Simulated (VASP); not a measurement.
# CdTe (F-43m) in VASP: single point with PBEsol

Aim: the single point of CdTe with PBEsol.

Everything below comes from runs of VASP 6.6.1. Logs are shortened: lines on timing, memory, paths and dates and some standing lists are left out, and cuts for length are marked.

## Step 1: The cell of the first run

Symmetry: F-43m, No. 216, cubic system. The conventional cell has a = 6.564 Å, b = 6.564 Å, c = 6.564 Å, α = 90.00°, β = 90.00°, γ = 90.00°. Within 3.7 Å of Cd (site symmetry -43m) lie 4 Te at 2.84 Å. Te (site symmetry -43m) has 4 Cd at 2.84 Å within 3.7 Å.

## Step 2: Single point, PBEsol, non-collinear spin, zero start, spin-orbit coupling

Input file INCAR:

```
PREC = Accurate ; ENCUT = 520
EDIFF = 1E-7 ; ISMEAR = -1
SIGMA = 0.01 ; LREAL = False
LASPH = True ; NELM = 150
ALGO = Normal ; ISIF = 2
LWAVE = False ; LCHARG = True
MAGMOM = 0 0 0 0 0 0 ; LORBIT = 11
LSORBIT = True ; GGA_COMPAT = False
LORBMOM = True ; GGA = PS
LVHAR = True ; NBANDS = 30
```

Input file KPOINTS:

```
regular mesh
0
Gamma
  7 7 7
```

Input file POSCAR:

```
CdTe
1.0
    0.0000000000      3.2821135562      3.2821135562
    3.2821135562      0.0000000000      3.2821135562
    3.2821135562      3.2821135562      0.0000000000
Cd Te
1 1
Direct
    0.0000000000      0.0000000000      0.0000000000
    0.7500000000      0.7500000000      0.7500000000
```

Potentials or basis: VASP PAW PBE potentials, release 64 (Cd, Te).

Command:

```sh
cat potpaw_PBE.64/Cd/POTCAR potpaw_PBE.64/Te/POTCAR > POTCAR
mpirun -np 1 vasp_ncl > vasp.out
```

OUTCAR:

```text
PREC = Accurate
   ENCUT = 520
   EDIFF = 1E-7
   ISMEAR = -1
   LREAL = False
   LASPH = True
   NELM = 150
   ISIF = 2
   LORBIT = 11
   LSORBIT = True
   GGA = PS

 ion  position               nearest neighbor table
   1  0.000  0.000  0.000-   2 2.84   2 2.84   2 2.84   2 2.84
   2  0.750  0.750  0.750-   1 2.84   1 2.84   1 2.84   1 2.84

  LATTYP: Found a face centered cubic cell.
 ALAT       =     6.5642271124

  Lattice vectors:

 A1 = (   0.0000000000,   3.2821135562,   3.2821135562)
 A2 = (   3.2821135562,   0.0000000000,   3.2821135562)
 A3 = (   3.2821135562,   3.2821135562,   0.0000000000)

Analysis of symmetry for initial positions (statically):
=====================================================================
 Subroutine PRICEL returns:
 Original cell was already a primitive cell.

 Routine SETGRP: Setting up the symmetry group for a
 face centered cubic supercell.

 Subroutine GETGRP returns: Found 24 space group operations
 (whereof 24 operations were pure point group operations)
 out of a pool of 48 trial point group operations.

The static configuration has the point symmetry T_d .

Analysis of symmetry for dynamics (positions and initial velocities):
=====================================================================
 Subroutine PRICEL returns:
 Original cell was already a primitive cell.

 Routine SETGRP: Setting up the symmetry group for a
 face centered cubic supercell.

 Subroutine GETGRP returns: Found 24 space group operations
 (whereof 24 operations were pure point group operations)
 out of a pool of 48 trial point group operations.

The dynamic configuration has the point symmetry T_d .

Analysis of structural, dynamic, and magnetic symmetry:
=====================================================================
 Subroutine PRICEL returns:
 Original cell was already a primitive cell.

 Routine SETGRP: Setting up the symmetry group for a
 face centered cubic supercell.

 Subroutine GETGRP returns: Found 24 space group operations
 (whereof 24 operations were pure point group operations)
 out of a pool of 48 trial point group operations.

The overall configuration has the point symmetry T_d .

 Subroutine INISYM returns: Found 24 space group operations
 (whereof 24 operations are pure point group operations),
 and found     1 'primitive' translations

----------------------------------------------------------------------------------------

                                     Primitive cell

  volume of cell :      70.7116

  direct lattice vectors                    reciprocal lattice vectors
     0.000000000  3.282113556  3.282113556    -0.152340859  0.152340859  0.152340859
     3.282113556  0.000000000  3.282113556     0.152340859 -0.152340859  0.152340859
     3.282113556  3.282113556  0.000000000     0.152340859  0.152340859 -0.152340859

  length of vectors
     4.641609504  4.641609504  4.641609504     0.263862109  0.263862109  0.263862109

  position of ions in fractional coordinates (direct lattice)
     0.000000000  0.000000000  0.000000000
     0.750000000  0.750000000  0.750000000

  ion indices of the primitive-cell ions
   primitive index   ion index
                 1           1
                 2           2

----------------------------------------------------------------------------------------

 KPOINTS: regular mesh

Automatic generation of k-mesh.
 Grid dimensions read from file:
 generate k-points for:    7    7    7

 Generating k-lattice:

  Cartesian coordinates                     Fractional coordinates (reciprocal lattice)
    -0.021762980  0.021762980  0.021762980     0.142857143  0.000000000  0.000000000
     0.021762980 -0.021762980  0.021762980     0.000000000  0.142857143  0.000000000
     0.021762980  0.021762980 -0.021762980     0.000000000  0.000000000  0.142857143

  Length of vectors
     0.037694587  0.037694587  0.037694587

  Shift w.r.t. Gamma in fractional coordinates (k-lattice)
     0.000000000  0.000000000  0.000000000

 Subroutine IBZKPT returns following result:
 ===========================================

 Found     30 irreducible k-points:

 Following reciprocal coordinates:
            Coordinates               Weight
  0.000000  0.000000  0.000000      1.000000
  0.142857  0.000000  0.000000      4.000000
 -0.142857  0.000000  0.000000      4.000000
  0.285714  0.000000  0.000000      4.000000
 -0.285714  0.000000  0.000000      4.000000
  0.428571  0.000000  0.000000      4.000000
[... 16 lines left out ...]
 -0.285714  0.285714  0.000000     12.000000
  0.428571  0.428571  0.000000      6.000000
 [... further k-points ...]
[... 23 lines left out ...]
   NFREE  =      0    steps in history (QN), initial steepest desc. (CG)
   ISIF   =      2    stress and relaxation
   ISYM   =      2    0-nonsym 1-usesym 2-fastsym
   POTIM  = 0.5000    time-step for ionic-motion
   TEBEG  =    0.0;   TEEND  =   0.0 temperature during run
   PSTRESS=    0.0 pullay stress
   NELECT =      18.0000    total number of electrons
   NUPDOWN=      -1.0000    fix difference up-down
   EMIN   =  10.00;   EMAX   =-10.00  energy-range for DOS
   EFERMI =   0.00;   METHOD = LEGACY
   ISMEAR =    -1;   SIGMA  =   0.01  broadening in eV -4-tet -1-fermi 0-gaus
   EFERMI_NEDOS =   21; number of points for ismear=-14 and -15
   IALGO  =     38    algorithm
   IMIX   =      4    mixing-type and parameters
     AMIX     =   0.40;   BMIX     =  1.00
     AMIX_MAG =   1.60;   BMIX_MAG =  1.00
  volume/ion in A,a.u.               =      35.36       238.59
  Fermi-wavevector in a.u.,A,eV,Ry     =   1.037533  1.960654 14.646338  1.076475
  Thomas-Fermi vector in A             =   2.171976
   LORBIT       =     11    0 simple, 1 ext, 2 COOP (PROOUT), +10 PAW based schemes
   GGA     = PS    functional components
   LHFCALC =     F    Hartree Fock is set to
   AEXX    =    0.0000 exact exchange contribution
   IVDW    =     0    specifies the selected vdW correction
   LEPSILON=     F    determine dielectric tensor
   LRPA    =     F    only Hartree local field effects (RPA)
  energy-cutoff  :      520.00
  volume of cell :       70.71
 maximum number of plane-waves:      3844
   NGX = 17   NGY = 17   NGZ = 17

 number of electron      18.0000006 magnetization      -0.0000000      0.0000000     -0.0000000

 number of electron      18.0000006 magnetization       0.0000000      0.0000000      0.0000000

 number of electron      18.0000006 magnetization      -0.0000000      0.0000000      0.0000000

 Free energy of the ion-electron system (eV)
  ---------------------------------------------------
  ext. energy  EPLUGINS =         0.00000000
  ---------------------------------------------------
  free energy    TOTEN  =        -5.60800866 eV

  energy without entropy =       -5.60800866  energy(sigma->0) =       -5.60800866

 E-fermi :   2.2874     XC(G=0):  -8.6120

 val. band max:        2.1426445401   @ k =   0.0000   0.0000   0.0000
 cond. band min:       2.4250681112   @ k =   0.0000   0.0000   0.0000
 fundamental gap:      0.2824235711
 Fermi energy:         2.2873534797

 k-point     1 :       0.0000    0.0000    0.0000
  band No.  band energies     occupation
      1      -9.1199      1.00000
      2      -9.1199      1.00000
      3      -6.5752      1.00000
      4      -6.5752      1.00000
      5      -6.5752      1.00000
      6      -6.5752      1.00000
[... 781 lines left out ...]
     29      12.4813      0.00000
     30      12.4813      0.00000

 [... further k-points ...]

------------------------ aborting loop because EDIFF is reached ----------------------------------------

  FORCE on cell =-STRESS in cart. coord.  units (eV):
  Direction    XX          YY          ZZ          XY          YZ          ZX
  --------------------------------------------------------------------------------------
  -------------------------------------------------------------------------------------
  Total       -0.4963675     -0.4963675     -0.4963675     -0.0000000      0.0000000     -0.0000000
  in kB      -11.2466484    -11.2466484    -11.2466484     -0.0000000      0.0000000     -0.0000000
  external PRESSURE =     -11.2466484 kB  Pullay stress =       0.0000000 kB

 VOLUME and BASIS-vectors are now :
 -----------------------------------------------------------------------------
  energy-cutoff  :      520.00
  volume of cell :       70.71
      direct lattice vectors                 reciprocal lattice vectors
     0.000000000  3.282113556  3.282113556    -0.152340859  0.152340859  0.152340859
     3.282113556  0.000000000  3.282113556     0.152340859 -0.152340859  0.152340859
     3.282113556  3.282113556  0.000000000     0.152340859  0.152340859 -0.152340859

 POSITION                                       TOTAL-FORCE (eV/Angst)
 -----------------------------------------------------------------------------------
      0.00000      0.00000      0.00000        -0.000000     -0.000000     -0.000000
      4.92317      4.92317      4.92317         0.000000      0.000000      0.000000
 -----------------------------------------------------------------------------------
    total drift:                               -0.000000     -0.000000     -0.000000

  FREE ENERGIE OF THE ION-ELECTRON SYSTEM (eV)
  ---------------------------------------------------
  free  energy   TOTEN  =        -5.6080086610 eV

  energy  without entropy=       -5.6080086591  energy(sigma->0) =       -5.60800866

 orbital moment (x)

 # of ion     p       d       tot
 ----------------------------------------
  1         0.000  -0.000  -0.000
  2        -0.000   0.000  -0.000
 ----------------------------------------
            0.000  -0.000  -0.000

 orbital moment (y)

 # of ion     p       d       tot
 ----------------------------------------
  1         0.000   0.000   0.000
  2         0.000   0.000   0.000
 ----------------------------------------
            0.000   0.000   0.000

 orbital moment (z)

 # of ion     p       d       tot
 ----------------------------------------
  1         0.000   0.000   0.000
  2         0.000   0.000   0.000
 ----------------------------------------
            0.000   0.000   0.000

 Spin-Orbit-Coupling matrix elements

 Ion:    1  E_soc:     -0.0603468
 l=   1
     0.0000000    -0.0030761    -0.0030761
    -0.0030761     0.0000000    -0.0030761
    -0.0030761    -0.0030761     0.0000000
 l=   2
     0.0000000    -0.0013969     0.0000000    -0.0013969    -0.0055848
    -0.0013969     0.0000000    -0.0041886    -0.0013969    -0.0013962
     0.0000000    -0.0041886     0.0000000    -0.0041886     0.0000000
    -0.0013969    -0.0013969    -0.0041886     0.0000000    -0.0013962
    -0.0055848    -0.0013962     0.0000000    -0.0013962     0.0000000
 l=   3
     0.0000000     0.0000000     0.0000000     0.0000000     0.0000000     0.0000000     0.0000000
     0.0000000     0.0000000     0.0000000     0.0000000     0.0000000     0.0000000     0.0000000
     0.0000000     0.0000000     0.0000000     0.0000000     0.0000000     0.0000000     0.0000000
     0.0000000     0.0000000     0.0000000     0.0000000     0.0000000     0.0000000     0.0000000
     0.0000000     0.0000000     0.0000000     0.0000000     0.0000000     0.0000000     0.0000000
     0.0000000     0.0000000     0.0000000     0.0000000     0.0000000     0.0000000     0.0000000
     0.0000000     0.0000000     0.0000000     0.0000000     0.0000000     0.0000000     0.0000000

 Ion:    2  E_soc:     -0.1983360
 l=   1
     0.0000000    -0.0329868    -0.0329868
    -0.0329868     0.0000000    -0.0329868
    -0.0329868    -0.0329868     0.0000000
 l=   2
     0.0000000    -0.0000286     0.0000000    -0.0000286    -0.0000407
    -0.0000286     0.0000000    -0.0000305    -0.0000286    -0.0000102
     0.0000000    -0.0000305     0.0000000    -0.0000305     0.0000000
    -0.0000286    -0.0000286    -0.0000305     0.0000000    -0.0000102
    -0.0000407    -0.0000102     0.0000000    -0.0000102     0.0000000
 l=   3
     0.0000000     0.0000000     0.0000000     0.0000000     0.0000000     0.0000000     0.0000000
     0.0000000     0.0000000     0.0000000     0.0000000     0.0000000     0.0000000     0.0000000
     0.0000000     0.0000000     0.0000000     0.0000000     0.0000000     0.0000000     0.0000000
     0.0000000     0.0000000     0.0000000     0.0000000     0.0000000     0.0000000     0.0000000
     0.0000000     0.0000000     0.0000000     0.0000000     0.0000000     0.0000000     0.0000000
     0.0000000     0.0000000     0.0000000     0.0000000     0.0000000     0.0000000     0.0000000
     0.0000000     0.0000000     0.0000000     0.0000000     0.0000000     0.0000000     0.0000000

 total charge

# of ion       s       p       d       tot
------------------------------------------
    1        0.469   0.299   9.528  10.296
    2        1.354   2.028   0.019   3.401
--------------------------------------------------
tot          1.823   2.327   9.547  13.697

 magnetization (x)

# of ion       s       p       d       tot
------------------------------------------
    1        0.000   0.000   0.000   0.000
    2       -0.000   0.000  -0.000  -0.000
--------------------------------------------------
tot          0.000   0.000  -0.000   0.000

 magnetization (y)

# of ion       s       p       d       tot
------------------------------------------
    1       -0.000   0.000   0.000  -0.000
    2        0.000   0.000  -0.000  -0.000
--------------------------------------------------
tot         -0.000   0.000  -0.000  -0.000

 magnetization (z)

# of ion       s       p       d       tot
------------------------------------------
    1        0.000   0.000   0.000   0.000
    2        0.000   0.000  -0.000  -0.000
--------------------------------------------------
tot          0.000   0.000   0.000   0.000
```

It took 5.3 min on 1 thread of AMD EPYC 7R43 (Zen 3), shared host; peak memory 0.39 GiB.

What came out:

| Quantity | Value |
| --- | --- |
| Free energy | -5.6080 eV |
| Pressure | -1.1 GPa |
| Net moment | 0.00 μB per cell |
| Valence electrons inside the program's atomic spheres | Cd 10.30; Te 3.40 |

Moments on the atoms (μB; x, y, z):
```
Cd  0.00 0.00 0.00
Te  0.00 0.00 0.00
```

Caveat: the PAW data sets were made with another functional, which shifts forces and pressure a little.
